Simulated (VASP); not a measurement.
Here is a VASP 6.6.1 calculation.

Contents of INCAR:

```
ALGO = Normal
EDIFF = 1E-6
ENCUT = 520
ISIF = 2
ISMEAR = -1
LASPH = True
LCHARG = False
LREAL = False
LWAVE = False
NBANDS = 19
NELM = 100
PREC = Accurate
SIGMA = 0.1
```

File KPOINTS:

```
k-points
0
Gamma
  9 9 4
```

POSCAR

```
Zn
1.0
    2.5962314127      0.0000000000      0.0000000000
   -1.2981157064      2.2484023575      0.0000000000
    0.0000000000      0.0000000000      4.6120985251
Zn
2
Direct
    0.3333333333      0.6666666667      0.2500000000
    0.6666666667      0.3333333333      0.7500000000
```

Potentials or basis: VASP PAW LDA potentials, release 64 (Zn).

The run is started by

```bash
$ cat potpaw_LDA.64/Zn/POTCAR > POTCAR
$ mpirun -np 1 vasp_std > vasp.out
```

Q: Predict the band gap on the k mesh.

A: Zero (band 12 reaches 4.63 eV, above the bottom of band 13 at 1.39 eV).

Q: Estimate the pressure.

A: 0.7 GPa.

Stress tensor (GPa, compression positive):
```
0.80 0.00 0.00
0.00 0.80 0.00
0.00 0.00 0.62
```
